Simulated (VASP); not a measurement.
# Ti (Im-3m) in VASP: further runs

Ti is run at these levels: PBEsol+D3(BJ), BLYP+D4; tasks: single point.

All numbers are computed with VASP 6.6.1; they aren't measurements. Logs are shortened: lines on timing, memory, paths and dates and some standing lists are left out, and cuts for length are marked.

### 1 The cell of the first run

Symmetry: Im-3m, No. 229, cubic system. Conventional cell: a = 3.150 Å, b = 3.150 Å, c = 3.150 Å, α = 90.00°, β = 90.00°, γ = 90.00°. Ti (site symmetry m-3m) has 14 Ti at 2.73 to 3.15 Å within 3.6 Å.

### 2 Single point, PBEsol+D3(BJ)

The input, INCAR:

```
  PREC = Accurate
  ENCUT = 520
  EDIFF = 1E-7
  ISMEAR = -1
  SIGMA = 0.05
  LREAL = False
  LASPH = True
  NELM = 100
  ALGO = Normal
  ISIF = 2
  LWAVE = False
  LCHARG = True
  GGA = PS
  IVDW = 12
  LELF = True
  LVHAR = True
  NBANDS = 12
```

The input, KPOINTS:

```
Automatic mesh
0
Gamma
  11 11 11
```

The input, POSCAR:

```
Ti
1.0
   -1.5751924931      1.5751924931      1.5751924931
    1.5751924931     -1.5751924931      1.5751924931
    1.5751924931      1.5751924931     -1.5751924931
Ti
1
Direct
    0.0000000000      0.0000000000      0.0000000000
```

Potentials or basis: VASP PAW PBE potentials, release 64 (Ti_sv).

The run is started by

```
> cat potpaw_PBE.64/Ti_sv/POTCAR > POTCAR
> mpirun -np 1 vasp_std > vasp.out
```

OUTCAR:

```text
PREC = Accurate
   ENCUT = 520
   EDIFF = 1E-7
   ISMEAR = -1
   LREAL = False
   LASPH = True
   NELM = 100
   ISIF = 2
   GGA = PS
   IVDW = 12
 IVDW          = 12

 ion  position               nearest neighbor table
   1  0.000  0.000  0.000-

  LATTYP: Found a body centered cubic cell.
 ALAT       =     3.1503849862

  Lattice vectors:

 A1 = (  -1.5751924931,   1.5751924931,   1.5751924931)
 A2 = (   1.5751924931,  -1.5751924931,   1.5751924931)
 A3 = (   1.5751924931,   1.5751924931,  -1.5751924931)

Analysis of symmetry for initial positions (statically):
=====================================================================
 Subroutine PRICEL returns:
 Original cell was already a primitive cell.

 Routine SETGRP: Setting up the symmetry group for a
 body centered cubic supercell.

 Subroutine GETGRP returns: Found 48 space group operations
[... 9 lines left out ...]

 Routine SETGRP: Setting up the symmetry group for a
 body centered cubic supercell.

 Subroutine GETGRP returns: Found 48 space group operations
[... 11 lines left out ...]
                                     Primitive cell

  volume of cell :      15.6337

  direct lattice vectors                    reciprocal lattice vectors
    -1.575192493  1.575192493  1.575192493     0.000000000  0.317421523  0.317421523
     1.575192493 -1.575192493  1.575192493     0.317421523  0.000000000  0.317421523
     1.575192493  1.575192493 -1.575192493     0.317421523  0.317421523  0.000000000

  length of vectors
     2.728313430  2.728313430  2.728313430     0.448901823  0.448901823  0.448901823

  position of ions in fractional coordinates (direct lattice)
     0.000000000  0.000000000  0.000000000

  ion indices of the primitive-cell ions
   primitive index   ion index
                 1           1

----------------------------------------------------------------------------------------

 KPOINTS: Automatic mesh

Automatic generation of k-mesh.
 Grid dimensions read from file:
 generate k-points for:   11   11   11

 Generating k-lattice:

  Cartesian coordinates                     Fractional coordinates (reciprocal lattice)
     0.000000000  0.028856502  0.028856502     0.090909091  0.000000000  0.000000000
     0.028856502  0.000000000  0.028856502     0.000000000  0.090909091  0.000000000
     0.028856502  0.028856502  0.000000000     0.000000000  0.000000000  0.090909091
[... 58 lines left out ...]
   LREAL  =      F    real-space projection
   EDIFFG = 0.1E-05   stopping-criterion for IOM
   NSW    =      0    number of steps for IOM
   IBRION =     -1    ionic relax: 0-MD 1-quasi-New 2-CG
   NFREE  =      0    steps in history (QN), initial steepest desc. (CG)
   ISIF   =      2    stress and relaxation
   ISYM   =      2    0-nonsym 1-usesym 2-fastsym
   POTIM  = 0.5000    time-step for ionic-motion
   TEBEG  =    0.0;   TEEND  =   0.0 temperature during run
   PSTRESS=    0.0 pullay stress
   NELECT =      12.0000    total number of electrons
   NUPDOWN=      -1.0000    fix difference up-down
   EMIN   =  10.00;   EMAX   =-10.00  energy-range for DOS
   EFERMI =   0.00;   METHOD = LEGACY
   ISMEAR =    -1;   SIGMA  =   0.05  broadening in eV -4-tet -1-fermi 0-gaus
   EFERMI_NEDOS =   21; number of points for ismear=-14 and -15
   IALGO  =     38    algorithm
   IMIX   =      4    mixing-type and parameters
     AMIX     =   0.40;   BMIX     =  1.00
     AMIX_MAG =   1.60;   BMIX_MAG =  1.00
  volume/ion in A,a.u.               =      15.63       105.50
  Fermi-wavevector in a.u.,A,eV,Ry     =   1.498931  2.832569 30.569487  2.246794
  Thomas-Fermi vector in A             =   2.610626
   LORBIT       =      0    0 simple, 1 ext, 2 COOP (PROOUT), +10 PAW based schemes
   GGA     = PS    functional components
   LHFCALC =     F    Hartree Fock is set to
   AEXX    =    0.0000 exact exchange contribution
   IVDW    =    12    specifies the selected vdW correction
   LEPSILON=     F    determine dielectric tensor
   LRPA    =     F    only Hartree local field effects (RPA)
 non-spin polarized calculation
  energy-cutoff  :      520.00
  volume of cell :       15.63
 maximum number of plane-waves:       429
   NGX = 11   NGY = 11   NGZ = 11

 number of electron      11.9999995 magnetization

 Free energy of the ion-electron system (eV)
  ---------------------------------------------------
  ext. energy  EPLUGINS =         0.00000000
  ---------------------------------------------------
  free energy    TOTEN  =        -8.22745160 eV

  energy without entropy =       -8.21089716  energy(sigma->0) =       -8.21917438

 E-fermi :   9.0703     XC(G=0): -12.1423

 val. band max:        9.0618380603   @ k =  -0.3636   0.3636   0.0909
 cond. band min:       9.0952175512   @ k =   0.2727   0.0909   0.0909
 fundamental gap:      0.0333794909
 Fermi energy:         9.0702749423

 k-point     1 :       0.0000    0.0000    0.0000
  band No.  band energies     occupation
      1     -47.0036      2.00000
      2     -22.8063      2.00000
      3     -22.8063      2.00000
      4     -22.8063      2.00000
      5       2.9284      2.00000
      6      10.1679      0.00000
      7      10.1679      0.00000
      8      10.1679      0.00000
      9      12.1839      0.00000
     10      12.1839      0.00000
     11      27.2656      0.00000
     12      27.2656      0.00000
[... 331 lines left out ...]
 k-point    24 :       0.3636    0.1818    0.0909
  band No.  band energies     occupation
      1     -46.7882      2.00000
      2     -23.5886      2.00000
      3     -23.2299      2.00000
      4     -22.9602      2.00000
      5       7.4806      2.00000
      6       8.3809      2.00000
      7       9.2748      0.03294
      8      12.4169      0.00000
      9      12.6441      0.00000
     10      16.2809      0.00000
     11      18.8442      0.00000
     12      21.3458      0.00000

 [... further k-points ...]

------------------------ aborting loop because EDIFF is reached ----------------------------------------

 Edisp (eV)   -0.66745

 E8    (eV) :    -0.4671

  FORCE on cell =-STRESS in cart. coord.  units (eV):
  Direction    XX          YY          ZZ          XY          YZ          ZX
  --------------------------------------------------------------------------------------
  -------------------------------------------------------------------------------------
  Total      -0.03411    -0.03411    -0.03411    -0.00000     0.00000     0.00000
  in kB      -3.49566    -3.49566    -3.49566    -0.00000     0.00000     0.00000
  external pressure =       -3.50 kB  Pullay stress =        0.00 kB

 VOLUME and BASIS-vectors are now :
 -----------------------------------------------------------------------------
  energy-cutoff  :      520.00
  volume of cell :       15.63
      direct lattice vectors                 reciprocal lattice vectors
    -1.575192493  1.575192493  1.575192493     0.000000000  0.317421523  0.317421523
     1.575192493 -1.575192493  1.575192493     0.317421523  0.000000000  0.317421523
     1.575192493  1.575192493 -1.575192493     0.317421523  0.317421523  0.000000000

 POSITION                                       TOTAL-FORCE (eV/Angst)
 -----------------------------------------------------------------------------------
      0.00000      0.00000      0.00000        -0.000000      0.000000     -0.000000
 -----------------------------------------------------------------------------------
    total drift:                                0.000000     -0.000000      0.000000

  FREE ENERGIE OF THE ION-ELECTRON SYSTEM (eV)
  ---------------------------------------------------
  free  energy   TOTEN  =        -8.8949053540 eV

  energy  without entropy=       -8.8783509144  energy(sigma->0) =       -8.88662813
```

stdout:

```text
POSCAR found type information on POSCAR Ti
 POSCAR found :  1 types and       1 ions
 scaLAPACK will be used
 -----------------------------------------------------------------------------
|                                                                             |
|                                                                             |
|     You enforced a specific xc type in the INCAR file but a different       |
|     I HOPE YOU KNOW WHAT YOU ARE DOING!                                     |
|                                                                             |
 -----------------------------------------------------------------------------

 LDA part: xc-table for (Slater+PW92), standard interpolation
 POSCAR, INCAR and KPOINTS ok, starting setup
 FFT: planning ... GRIDC
 FFT: planning ... GRID_SOFT
 FFT: planning ... GRID
 WAVECAR not read
 entering main loop
```

Run time: 12 s. Hardware: 1 thread of Intel Xeon 8259CL, shared host; peak memory 0.14 GiB.

Results:

| Quantity | Value |
| --- | --- |
| Free energy | -8.8949 eV |
| Pressure | -0.3 GPa |
| Band gap on the k mesh | zero (band 6 reaches 10.19 eV, above the bottom of band 7 at 8.39 eV) |
| Dispersion energy per atom | -0.667 eV |

Caveat: the PAW data sets were made with another functional, which shifts forces and pressure a little; pairwise dispersion overbinds metals, which lowers pressure and volume.

### 3 Single point, BLYP+D4

This run uses another cell than the first one, of 17.03 Å³/atom, 1.089 times its volume.

The input, INCAR:

```
SYSTEM = Ti
  AGGAC = 1.0
  AGGAX = 1.0
  ALDAC = 0.0
  ALDAX = 1.0
  ALGO = Normal
  EDIFF = 1E-6
  ENCUT = 520
  GGA = B5
  ISIF = 2
  ISMEAR = -1
  IVDW = 13
  LASPH = .TRUE.
  LCHARG = .TRUE.
  LELF = .TRUE.
  LREAL = .FALSE.
  LVHAR = .TRUE.
  LWAVE = .FALSE.
  NBANDS = 12
  NELM = 80
  PREC = Accurate
  SIGMA = 0.05
  VDW_A1 = 0.44488865
  VDW_A2 = 4.0933009
  VDW_S6 = 1.0
  VDW_S8 = 2.34076671
```

The input, KPOINTS:

```
k-points
0
G
  11 11 11
  0 0 0
```

The input, POSCAR:

```
Ti
1.0
   -1.6206131410      1.6206131410      1.6206131410
    1.6206131410     -1.6206131410      1.6206131410
    1.6206131410      1.6206131410     -1.6206131410
Ti
1
Direct
    0.0000000000      0.0000000000      0.0000000000
```

Potentials or basis: VASP PAW PBE potentials, release 64 (Ti_sv).

The run is started by

```
> cat potpaw_PBE.64/Ti_sv/POTCAR > POTCAR
> mpirun -np 1 vasp_std > vasp.out
```

It took 20 s on 1 thread of Intel Xeon 8259CL, shared host; peak memory 0.14 GiB.

Results (log left out):

| Quantity | Value |
| --- | --- |
| Free energy | -7.0497 eV |
| Pressure | 0.0 GPa |
| Band gap on the k mesh | zero (band 6 reaches 9.73 eV, above the bottom of band 7 at 8.14 eV) |
| Dispersion energy per atom | -0.383 eV |

Levels at points of the mesh, in eV from the Fermi level:
```tsv
k point	band 3	band 4	band 5	band 6	band 7	band 8	band 9	band 10
(0.00, 0.00, 0.00)	-32.25	-32.25	-5.79	0.95	0.95	0.95	2.74	2.74
```

Caveat: the PAW data sets were made with another functional, which shifts forces and pressure a little; pairwise dispersion overbinds metals, which lowers pressure and volume.
